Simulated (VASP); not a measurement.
Write the native input for VASP 6.6.1 that does the following.

- Task: dielectric tensor
- Functional: PBE
- Dispersion: D3(BJ)
- Potentials or basis: VASP PAW PBE potentials, release 64 (Te, Mo_sv)
- Cutoff: 520 eV
- k mesh: 8 × 8 × 2
- Occupations: gaussian, width 0.01 eV
- Spin: no spin polarisation
- Dipole correction: no
- Further INCAR settings: ALGO = Normal; EDIFF = 1e-08

The structure of Te2Mo lies in POSCAR:

```
Te2Mo
1.0
    3.5195877148      0.0000000000      0.0000000000
   -1.7597938574      3.0480523719      0.0000000000
    0.0000000000      0.0000000000     13.9625830570
Te Mo
4 2
Direct
    0.3333333333      0.6666666667      0.6200759763
    0.6666666667      0.3333333333      0.1200759763
    0.3333333333      0.6666666667      0.8799240237
    0.6666666667      0.3333333333      0.3799240237
    0.3333333333      0.6666666667      0.2500000000
    0.6666666667      0.3333333333      0.7500000000
```

These files were run (other wordings do the same):

INCAR

```
SYSTEM = Te2Mo
PREC = Accurate ; ENCUT = 520
EDIFF = 1E-8 ; ISMEAR = 0
SIGMA = 0.01 ; LREAL = .False.
LASPH = .True. ; NELM = 100
ALGO = Normal ; ISIF = 2
LWAVE = .False. ; LCHARG = .False.
GGA = PE ; IVDW = 12
LEPSILON = .True.
```

KPOINTS

```
regular mesh
0
Gamma
  8 8 2
  0 0 0
```

Potentials or basis: VASP PAW PBE potentials, release 64 (Te, Mo_sv).

Run with:

```sh
$ cat potpaw_PBE.64/Te/POTCAR potpaw_PBE.64/Mo_sv/POTCAR > POTCAR
$ mpirun -np 1 vasp_std > vasp.out
```

Results of the run:

```json
{"Band gap on the k mesh": "0.79 eV (least direct gap 1.20 eV)", "Electronic dielectric tensor (diagonal)": "20.34, 20.34, 11.39", "Born charges (mean of the diagonal)": "Te +1.35; Mo -2.71 e", "Dispersion energy per atom": "-0.537 eV"}
```

Caveat: spin-orbit coupling is left out, which moves the levels of the heavy elements.

Wall time 17 min on 1 thread of AMD EPYC 9R45 96-Core Processor (Zen 5), with other jobs on the host, peak memory 0.61 GiB.
